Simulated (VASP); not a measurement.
# CsBa (P4/nmm) in VASP: notebook, part 2 of 2

VASP 6.6.1.

## 3. Relaxation of cell and atoms, PBE

INCAR reads:

```
SYSTEM = CsBa
PREC = Accurate
ENCUT = 600
EDIFF = 1E-6
ISMEAR = 0
SIGMA = 0.1
LREAL = .FALSE.
LASPH = .TRUE.
NELM = 60
ALGO = Fast
ISIF = 3
LWAVE = .FALSE.
LCHARG = .FALSE.
GGA = PE
IBRION = 2
NSW = 90
EDIFFG = -0.04
```

KPOINTS reads:

```
regular mesh
0
G
  4 4 4
  0 0 0
```

POSCAR reads:

```
CsBa
1.0
    5.1559610835      0.0000000000      0.0000000000
    0.0000000000      5.1559610835      0.0000000000
    0.0000000000      0.0000000000      6.5150051735
Cs Ba
2 2
Direct
    0.0000000000      0.5000000000      0.2351000000
    0.5000000000      0.0000000000      0.7649000000
    0.0000000000      0.0000000000      0.0000000000
    0.5000000000      0.5000000000      0.0000000000
```

Potentials or basis: VASP PAW PBE potentials, release 64 (Cs_sv, Ba_sv).

Started as:

```console
cat potpaw_PBE.64/Cs_sv/POTCAR potpaw_PBE.64/Ba_sv/POTCAR > POTCAR
mpirun -np 1 vasp_std > vasp.out
```

OUTCAR:

```text
SYSTEM = CsBa
   PREC = Accurate
   ENCUT = 600
   EDIFF = 1E-6
   ISMEAR = 0
   LREAL = .FALSE.
   LASPH = .TRUE.
   NELM = 60
   ISIF = 3
   GGA = PE
   IBRION = 2
   NSW = 90
   EDIFFG = -0.04

 ion  position               nearest neighbor table
   1  0.000  0.500  0.235-   3 3.00   4 3.00   3 3.00   4 3.00
   2  0.500  0.000  0.765-   3 3.00   4 3.00   4 3.00   3 3.00
   3  0.000  0.000  0.000-   1 3.00   2 3.00   1 3.00   2 3.00   4 3.65   4 3.65   4 3.65   4 3.65

   4  0.500  0.500  0.000-   1 3.00   2 3.00   2 3.00   1 3.00   3 3.65   3 3.65   3 3.65   3 3.65

  LATTYP: Found a simple tetragonal cell.
 ALAT       =     5.1559610835
 C/A-ratio  =     1.2635869565

  Lattice vectors:

 A1 = (   5.1559610835,   0.0000000000,   0.0000000000)
 A2 = (   0.0000000000,   5.1559610835,   0.0000000000)
 A3 = (   0.0000000000,   0.0000000000,   6.5150051735)

Analysis of symmetry for initial positions (statically):
=====================================================================
 Subroutine PRICEL returns:
 Original cell was already a primitive cell.

 Routine SETGRP: Setting up the symmetry group for a
 simple tetragonal supercell.

 Subroutine GETGRP returns: Found 16 space group operations
 (whereof  8 operations were pure point group operations)
 out of a pool of 16 trial point group operations.

The static configuration has the point symmetry D_2d.
 The point group associated with its full space group is D_4h.

Analysis of symmetry for dynamics (positions and initial velocities):
=====================================================================
 Subroutine PRICEL returns:
 Original cell was already a primitive cell.

 Routine SETGRP: Setting up the symmetry group for a
 simple tetragonal supercell.

 Subroutine GETGRP returns: Found 16 space group operations
 (whereof  8 operations were pure point group operations)
 out of a pool of 16 trial point group operations.

The dynamic configuration has the point symmetry D_2d.
 The point group associated with its full space group is D_4h.

 Subroutine INISYM returns: Found 16 space group operations
 (whereof  8 operations are pure point group operations),
 and found     1 'primitive' translations

----------------------------------------------------------------------------------------

                                     Primitive cell

  volume of cell :     173.1945

  direct lattice vectors                    reciprocal lattice vectors
     5.155961084  0.000000000  0.000000000     0.193950261  0.000000000  0.000000000
     0.000000000  5.155961084  0.000000000     0.000000000  0.193950261  0.000000000
     0.000000000  0.000000000  6.515005173     0.000000000  0.000000000  0.153491820

  length of vectors
     5.155961084  5.155961084  6.515005173     0.193950261  0.193950261  0.153491820

  position of ions in fractional coordinates (direct lattice)
     0.000000000  0.500000000  0.235100000
     0.500000000  0.000000000  0.764900000
     0.000000000  0.000000000  0.000000000
     0.500000000  0.500000000  0.000000000

  ion indices of the primitive-cell ions
   primitive index   ion index
                 1           1
                 2           2
                 3           3
                 4           4

[... 61 lines left out ...]
   LASPH  =      T    aspherical Exc in radial PAW
   ENCUT  =  600.0 eV  44.10 Ry    6.64 a.u.  10.30 10.30 13.01*2*pi/ulx,y,z
   NELM   =     60;   NELMIN=  2; NELMDL= -5     # of ELM steps
   EDIFF  = 0.1E-05   stopping-criterion for ELM
   LREAL  =      F    real-space projection
   EDIFFG = -.4E-01   stopping-criterion for IOM
   NSW    =     90    number of steps for IOM
   IBRION =      2    ionic relax: 0-MD 1-quasi-New 2-CG
   NFREE  =      1    steps in history (QN), initial steepest desc. (CG)
   ISIF   =      3    stress and relaxation
   ISYM   =      2    0-nonsym 1-usesym 2-fastsym
   POTIM  = 0.5000    time-step for ionic-motion
   TEBEG  =    0.0;   TEEND  =   0.0 temperature during run
   PSTRESS=    0.0 pullay stress
   NELECT =      38.0000    total number of electrons
   NUPDOWN=      -1.0000    fix difference up-down
   EMIN   =  10.00;   EMAX   =-10.00  energy-range for DOS
   EFERMI =   0.00;   METHOD = LEGACY
   ISMEAR =     0;   SIGMA  =   0.10  broadening in eV -4-tet -1-fermi 0-gaus
   EFERMI_NEDOS =   21; number of points for ismear=-14 and -15
   IALGO  =     68    algorithm
   IMIX   =      4    mixing-type and parameters
     AMIX     =   0.40;   BMIX     =  1.00
     AMIX_MAG =   1.60;   BMIX_MAG =  1.00
  volume/ion in A,a.u.               =      43.30       292.19
  Fermi-wavevector in a.u.,A,eV,Ry     =   0.987396  1.865908 13.265011  0.974951
  Thomas-Fermi vector in A             =   2.118847
   LORBIT       =      0    0 simple, 1 ext, 2 COOP (PROOUT), +10 PAW based schemes
   GGA     = PE    functional components
   LHFCALC =     F    Hartree Fock is set to
   AEXX    =    0.0000 exact exchange contribution
   IVDW    =     0    specifies the selected vdW correction
   LEPSILON=     F    determine dielectric tensor
   LRPA    =     F    only Hartree local field effects (RPA)
 conjugate gradient relaxation of ions
 non-spin polarized calculation
 RMM-DIIS sequential band-by-band and
 Gauss-broadening in eV      SIGMA  =   0.10
  energy-cutoff  :      600.00
  volume of cell :      173.19
 maximum number of plane-waves:      5808
 NGX is ok and might be reduce to    42
   NGX = 21   NGY = 21   NGZ = 27

--------------------------------------- Ionic step        1  -------------------------------------------

 number of electron      37.9999998 magnetization

 Free energy of the ion-electron system (eV)
  ---------------------------------------------------
  ext. energy  EPLUGINS =         0.00000000
  ---------------------------------------------------
  free energy    TOTEN  =         1.62519581 eV

  energy without entropy =        1.63895932  energy(sigma->0) =        1.63207757

------------------------ aborting loop because EDIFF is reached ----------------------------------------

  FORCE on cell =-STRESS in cart. coord.  units (eV):
  Direction    XX          YY          ZZ          XY          YZ          ZX
  --------------------------------------------------------------------------------------
  -------------------------------------------------------------------------------------
  Total       17.1918638     17.1918638      9.4480454      0.0000000     -0.0000000      0.0000000
  in kB      159.0374921    159.0374921     87.4014275      0.0000000     -0.0000000      0.0000000
  external PRESSURE =     135.1588039 kB  Pullay stress =       0.0000000 kB
[... 25 lines left out ...]
--------------------------------------- Ionic step        2  -------------------------------------------

 number of electron      37.9999987 magnetization

------------------------ aborting loop EDIFF was not reached (unconverged)  ----------------------------

  FORCE on cell =-STRESS in cart. coord.  units (eV):
  Direction    XX          YY          ZZ          XY          YZ          ZX
  --------------------------------------------------------------------------------------
  -------------------------------------------------------------------------------------
  Total        3.3032698      3.3032698      1.3422205      0.0000000      0.0000000      0.0000000
  in kB       18.8188051     18.8188051      7.6466617      0.0000000      0.0000000      0.0000000
  external PRESSURE =      15.0947573 kB  Pullay stress =       0.0000000 kB
[... 57 lines left out ...]
  FREE ENERGIE OF THE ION-ELECTRON SYSTEM (eV)
  ---------------------------------------------------
  free  energy   TOTEN  =        -2.7544940270 eV

  energy  without entropy=       -2.7041959631  energy(sigma->0) =       -2.72934500

[... ionic steps 4 to 20 ...]

--------------------------------------- Ionic step       21  -------------------------------------------

 number of electron      38.0000015 magnetization

------------------------ aborting loop because EDIFF is reached ----------------------------------------
[... 71 lines left out ...]
--------------------------------------- Ionic step       23  -------------------------------------------

 number of electron      38.0000006 magnetization

 Free energy of the ion-electron system (eV)
  ---------------------------------------------------
  ext. energy  EPLUGINS =         0.00000000
  ---------------------------------------------------
  free energy    TOTEN  =        -4.75480212 eV

  energy without entropy =       -4.71371380  energy(sigma->0) =       -4.73425796

 E-fermi :   1.0340     XC(G=0):  -6.4406

 val. band max:        1.0203739280   @ k =   0.2500   0.2500   0.5000
 cond. band min:       1.0579936506   @ k =   0.5000   0.2500   0.2500
 fundamental gap:      0.0376197227
 Fermi energy:         1.0340241538

 k-point     1 :       0.0000    0.0000    0.0000
  band No.  band energies     occupation
      1     -28.5863      2.00000
      2     -28.5707      2.00000
      3     -22.2936      2.00000
      4     -22.2567      2.00000
      5     -13.7722      2.00000
      6     -13.7609      2.00000
[... 488 lines left out ...]
  FREE ENERGIE OF THE ION-ELECTRON SYSTEM (eV)
  ---------------------------------------------------
  free  energy   TOTEN  =        -4.7548021195 eV

  energy  without entropy=       -4.7137138014  energy(sigma->0) =       -4.73425796

 reached required accuracy - stopping structural energy minimisation
```

CONTCAR:

```text
CsBa
   1.00000000000000
     6.5462529226637356    0.0000000000000000    0.0000000000000000
     0.0000000000000000    6.5462529226637356   -0.0000000000000000
     0.0000000000000000    0.0000000000000000    7.7594704738263864
  Cs              Ba
     2     2
Direct
     0.0000000000000000    0.5000000000000000    0.4982547451067603
     0.5000000000000000    0.0000000000000000    0.5017452548932396
     0.0000000000000000    0.0000000000000000    0.0000000000000000
     0.5000000000000000    0.5000000000000000    0.0000000000000000

  0.00000000E+00  0.00000000E+00  0.00000000E+00
  0.00000000E+00  0.00000000E+00  0.00000000E+00
  0.00000000E+00  0.00000000E+00  0.00000000E+00
  0.00000000E+00  0.00000000E+00  0.00000000E+00
```

Run time: 43 min. Hardware: 1 thread of Intel Xeon 6975P-C (Granite Rapids), shared host; peak memory 0.4 GiB.

Results:

| Property | Result |
| --- | --- |
| Free energy | -4.7548 eV |
| Relaxed volume | 83.13 Å³/atom |
| Relaxed cell | a = 6.546 Å, b = 6.546 Å, c = 7.759 Å, α = 90.00°, β = 90.00°, γ = 90.00° |
| Space group after relaxing (to 0.1 Å) | P4/mmm (No. 123) |
| Energy gained by relaxing | 1595.0 meV/atom |
| Ionic steps | 23 |
| Pressure after relaxing | 0.0 GPa |
| Largest force after relaxing | 0.008 eV/Å |
| Band gap on the k mesh | zero (bands 19 and 20 overlap by 0.77 eV) |

Forces in eV/Å, atoms in the order of the input:
```
Cs   0.000  0.000  0.008
Cs   0.000  0.000 -0.008
Ba   0.000  0.000  0.000
Ba   0.000  0.000  0.000
```

Step by step:
```csv
step,energy change (eV),largest force (eV/Å),pressure (GPa),volume (Å³)
1,0.0000,3.6876,13.52,173.19
2,-4.0198,0.9996,1.51,281.23
3,-4.3797,0.8903,0.94,313.17
4,-4.7676,0.7398,0.21,383.93
5,-4.6559,0.2943,-0.72,555.17
6,-4.9098,0.6267,0.00,433.66
7,-4.9633,0.5751,-0.09,461.18
8,-4.9684,0.5551,-0.11,470.12
9,-4.9711,0.5341,-0.13,478.09
10,-5.0143,0.5438,-0.13,471.87
11,-5.1280,0.5687,-0.13,455.95
12,-5.3666,0.5943,-0.11,425.13
13,-5.8305,0.5445,-0.03,367.44
14,-6.1099,0.1614,1.29,267.11
15,-6.1759,0.3008,0.63,295.94
16,-6.2731,0.2016,0.37,308.68
17,-6.3414,0.0855,0.02,328.83
18,-6.3453,0.0651,-0.04,333.87
19,-6.3457,0.0596,-0.06,335.43
20,-6.3567,0.0541,-0.06,334.98
21,-6.3756,0.0296,-0.04,333.61
22,-6.3656,0.0671,0.03,329.72
23,-6.3800,0.0079,-0.03,332.52
```

Final structure:
```
CELL_PARAMETERS angstrom
6.54625 0.00000 0.00000
0.00000 6.54625 0.00000
0.00000 0.00000 7.75947
ATOMIC_POSITIONS crystal
Cs 0.00000 0.50000 0.49825
Cs 0.50000 0.00000 0.50175
Ba 0.00000 0.00000 0.00000
Ba 0.50000 0.50000 0.00000
```

Caveat: the volume moved by over 15 % at a fixed basis, so the end points are rough; spin-orbit coupling is left out, which moves the levels of the heavy elements.
